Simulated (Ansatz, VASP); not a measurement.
Given: the input of a run of Ansatz 0.2.0 on BaCa3O4.

The input input.yaml:

```yaml
crystal:
  lattice:
    - [5.108246, 0.0, 0.0]
    - [0.0, 5.108246, 0.0]
    - [0.0, 0.0, 5.108246]
  atoms:
    - { symbol: Ba, position: [0.5, 0.5, 0.5] }
    - { symbol: Ca, position: [0.5, 0.0, 0.0] }
    - { symbol: Ca, position: [0.0, 0.5, 0.0] }
    - { symbol: Ca, position: [0.0, 0.0, 0.5] }
    - { symbol: O, position: [0.0, 0.5, 0.5] }
    - { symbol: O, position: [0.5, 0.0, 0.5] }
    - { symbol: O, position: [0.5, 0.5, 0.0] }
    - { symbol: O, position: [0.0, 0.0, 0.0] }
hamiltonian:
  xc: pbe
  pseudopotentials: { kind: paw }
kpoints:
  mp_grid: { grid: [5, 5, 5] }
scf:
  occupations: { method: fermi_dirac, width: 0.05 }
output:
  forces: true
  stress: true
  eigenvalues: true
```

Potentials or basis: Ansatz PAW.

The run is started by

```sh
$ ansatz run input.yaml --threads 4 --pin off --max-ram 10240MiB --backend cpu --events-out ev --progress --plain --runs-dir out
```

**Question.** Translate it to VASP 6.6.1. Potentials there: VASP PAW PBE potentials, release 64 (Ba_sv, Ca_sv, O).

**Answer.** As run (the cutoff follows the program's own potentials):

INCAR

```
ALGO = Normal
EDIFF = 1E-6
ENCUT = 520
GGA = PE
ISIF = 2
ISMEAR = -1
LASPH = True
LCHARG = True
LELF = True
LREAL = False
LVHAR = True
LWAVE = False
NBANDS = 42
NELM = 60
PREC = Accurate
SIGMA = 0.05
```

File KPOINTS:

```
k-points
0
Gamma
  5 5 5
```

File POSCAR:

```
BaCa3O4
1.0
    5.1082460000      0.0000000000      0.0000000000
    0.0000000000      5.1082460000      0.0000000000
    0.0000000000      0.0000000000      5.1082460000
Ba Ca O
1 3 4
Direct
    0.5000000000      0.5000000000      0.5000000000
    0.5000000000      0.0000000000      0.0000000000
    0.0000000000      0.5000000000      0.0000000000
    0.0000000000      0.0000000000      0.5000000000
    0.0000000000      0.5000000000      0.5000000000
    0.5000000000      0.0000000000      0.5000000000
    0.5000000000      0.5000000000      0.0000000000
    0.0000000000      0.0000000000      0.0000000000
```

Potentials or basis: VASP PAW PBE potentials, release 64 (Ba_sv, Ca_sv, O).

Launch:

```console
$ cat potpaw_PBE.64/Ba_sv/POTCAR potpaw_PBE.64/Ca_sv/POTCAR potpaw_PBE.64/O/POTCAR > POTCAR
$ mpirun -np 1 vasp_std > vasp.out
```

Both were run:

|  | VASP | Ansatz | Ansatz less VASP |
| --- | --- | --- | --- |
| gap on the k mesh at the Fermi level (eV) | 2.34 | 2.42 | +0.071 |
| least direct gap on the mesh (eV) | 2.34 | 2.42 | +0.071 |
| pressure (GPa) | -0.1 | -1.4 | -1.30 |

Neither program's run includes spin-orbit coupling. Noted on Ansatz's run: odd divisions of the mesh miss points on the zone boundary, where band edges often lie, so the gap on the mesh can be too wide.
